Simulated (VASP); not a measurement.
A run of VASP 6.6.1:

Contents of INCAR:

```
SYSTEM = Li4H3F
PREC = Accurate
ENCUT = 880
EDIFF = 1E-6
ISMEAR = -1
SIGMA = 0.05
LREAL = Auto
LASPH = .True.
NELM = 120
ALGO = Normal
ISIF = 2
LWAVE = .False.
LCHARG = .False.
GGA = PS
NBANDS = 126
ISYM = -1
GGA_COMPAT = .False.
```

KPOINTS

```
explicit points
1
Reciprocal
  0.25000000   0.25000000   0.25000000 1
```

Contents of POSCAR:

```
Li4H3F
1.0
    7.9892595980      0.0000000000      0.0000000000
    0.0000000000      7.9892595980      0.0000000000
    0.0000000000      0.0000000000      7.9892595980
F H Li
8 24 32
Direct
    0.2504160000      0.9997330000      0.0000620000
    0.2500960000      0.9999380000      0.5011430000
    0.2502110000      0.4997960000      0.9994840000
    0.5000900000      0.7498090000      0.9995930000
    0.5004380000      0.9996430000      0.7501800000
    0.4998630000      0.4997160000      0.7501010000
    0.2510470000      0.2494690000      0.7507530000
    0.2499720000      0.7498760000      0.7499540000
    0.2490810000      0.4993210000      0.4977280000
    0.7522300000      0.0001420000      0.0011370000
    0.7516430000      0.0002610000      0.4987700000
    0.7515870000      0.4987980000      0.0010200000
    0.7510480000      0.4993400000      0.4989610000
    0.9981660000      0.2497940000      0.0016760000
    0.9985960000      0.2505020000      0.4990750000
    0.9973240000      0.7492670000      0.0014980000
    0.9980700000      0.7487410000      0.4985650000
    0.5038070000      0.2499880000      0.0032550000
    0.5030590000      0.2504730000      0.4979460000
    0.5024740000      0.7491030000      0.4972340000
    0.9987790000      0.0000230000      0.2503750000
    0.9967880000      0.0000230000      0.7497890000
    0.9989600000      0.4993450000      0.2506070000
    0.9977660000      0.4994190000      0.7490080000
    0.5021430000      0.0001810000      0.2510480000
    0.5013940000      0.4989110000      0.2512660000
    0.2498920000      0.2505610000      0.2511440000
    0.2488890000      0.7492030000      0.2517700000
    0.7510680000      0.2502930000      0.2507290000
    0.7520190000      0.2501610000      0.7498540000
    0.7512700000      0.7488780000      0.2509180000
    0.7528770000      0.7494310000      0.7488390000
    0.0001140000      0.9997940000      0.0011080000
    0.9997090000      0.9996570000      0.4992780000
    0.9997130000      0.4994500000      0.0010040000
    0.9988610000      0.4997510000      0.4987720000
    0.4998830000      0.9986120000      0.9997710000
    0.5004230000      0.9999890000      0.5002800000
    0.5000430000      0.5006180000      0.9998920000
    0.5013500000      0.4992240000      0.4994880000
    0.2496610000      0.2496980000      0.9999460000
    0.2492050000      0.2486650000      0.5004530000
    0.2504600000      0.7497010000      0.9995370000
    0.2490010000      0.7508020000      0.5002550000
    0.7512560000      0.2498230000      0.0015090000
    0.7514310000      0.2499940000      0.4987890000
    0.7503270000      0.7495630000      0.0011200000
    0.7515450000      0.7494100000      0.4987250000
    0.2499630000      0.0001590000      0.2508900000
    0.2509120000      0.0000470000      0.7500550000
    0.2496650000      0.4991980000      0.2495600000
    0.2508160000      0.4993400000      0.7505500000
    0.7509500000      0.0003690000      0.2508690000
    0.7498810000      0.0002910000      0.7495110000
    0.7509120000      0.4989130000      0.2506490000
    0.7496150000      0.4990880000      0.7494910000
    0.9983950000      0.2504320000      0.2508760000
    0.9993550000      0.2503910000      0.7494960000
    0.9983210000      0.7489080000      0.2505080000
    0.9993290000      0.7490530000      0.7495890000
    0.5025230000      0.2504950000      0.2502880000
    0.5006790000      0.2502140000      0.7500610000
    0.5020200000      0.7488860000      0.2495930000
    0.5000550000      0.7491780000      0.7506200000
```

Potentials or basis: VASP PAW PBE potentials, release 64 (F, H, Li_sv).

Command:

```sh
$ cat potpaw_PBE.64/F/POTCAR potpaw_PBE.64/H/POTCAR potpaw_PBE.64/Li_sv/POTCAR > POTCAR
$ mpirun -np 1 vasp_std > vasp.out
```

Hardware: 1 thread of Intel(R) Xeon(R) 6975P-C (Granite Rapids), on a shared host.

Task: How long does it take, and how much memory?

Result: Run time: 2.3 min on 1 thread of Intel(R) Xeon(R) 6975P-C (Granite Rapids), on a shared host, peak memory 0.96 GiB. Counts: scf iterations 15, k points 1.
